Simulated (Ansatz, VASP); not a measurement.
# One calculation of YLuN2, two programs

```xyz
4
Lattice="3.4090 0.0000 0.0000 0.0000 3.4090 0.0000 0.0000 0.0000 4.8188" Properties=species:S:1:pos:R:3 pbc="T T T"
Y     0.0000    0.0000    0.0000
N     0.0000    0.0000    2.4094
N     1.7045    1.7045    0.0000
Lu    1.7045    1.7045    2.4094
```

Alike in both runs: task single point; functional PBE; k mesh 8 × 8 × 6; occupations fermi-dirac, width 0.02 eV; no spin polarisation.

|  | VASP | Ansatz |
| --- | --- | --- |
| version | VASP 6.6.1 | Ansatz 0.2.0 |
| potentials or method | VASP PAW PBE potentials, release 64 (Y_sv, N, Lu) | plane waves, PAW |
| plane-wave cutoff (eV) | 520 | 420 |
| valence electrons in the cell | 46 | 46 |

Ansatz gave:

| Item | Value |
| --- | --- |
| pressure (GPa) | 1.8 |

Task: What did VASP give for the same quantities?

Result: Pressure (GPa): 2.1.

Spin-orbit coupling is off throughout.
